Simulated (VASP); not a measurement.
**Al: single point with PBEsol**

The system is Al.

```
Al
1.0
     1.43629    0.82924    6.88757
    -1.43629    0.82924    6.88757
     0.00000   -1.65848    6.88757
Al
3
Direct
  0.00000 0.00000 0.00000
  0.22264 0.22264 0.22264
  0.77736 0.77736 0.77736
```

```json
{
 "Program": "VASP 6.6.1",
 "Task": "single point",
 "Functional": "PBEsol",
 "Potentials or basis": "VASP PAW PBE potentials, release 64 (Al)",
 "Cutoff": "500 eV",
 "k mesh": "6 × 6 × 6",
 "Occupations": "gaussian, width 0.1 eV",
 "Spin": "no spin polarisation"
}
```

The pressure is 0.0 GPa. The band gap on the k mesh is zero (an odd number of electrons rules out a gap without spin polarisation).

Stress tensor (GPa, compression positive):
```
-0.04  0.00  0.00
 0.00 -0.04  0.00
 0.00  0.00  0.17
```

Levels at points of the mesh, in eV from the Fermi level:
| k point | band 2 | band 3 | band 4 | band 5 | band 6 | band 7 |
| --- | --- | --- | --- | --- | --- | --- |
| (0.00, 0.00, 0.00) | -8.05 | -8.02 | 0.86 | 0.89 | 10.69 | 10.69 |
| (0.50, 0.00, 0.00) | -5.11 | -3.59 | -2.76 | -1.44 | -0.98 | 4.51 |
| (0.50, 0.50, 0.00) | -4.93 | -4.17 | -3.68 | -0.33 | 0.43 | 2.64 |
| (0.50, 0.50, 0.50) | -10.32 | -4.44 | -4.08 | 7.17 | 7.18 | 10.42 |

It took 2.5 min on 1 thread of Intel Xeon 8259CL, with other jobs on the host, peak memory 0.33 GiB.

Caveat: the k points lie up to 0.42 Å⁻¹ apart, too coarse for converged energies and pressures of a metal; the PAW data sets were made with another functional, which shifts forces and pressure a little.
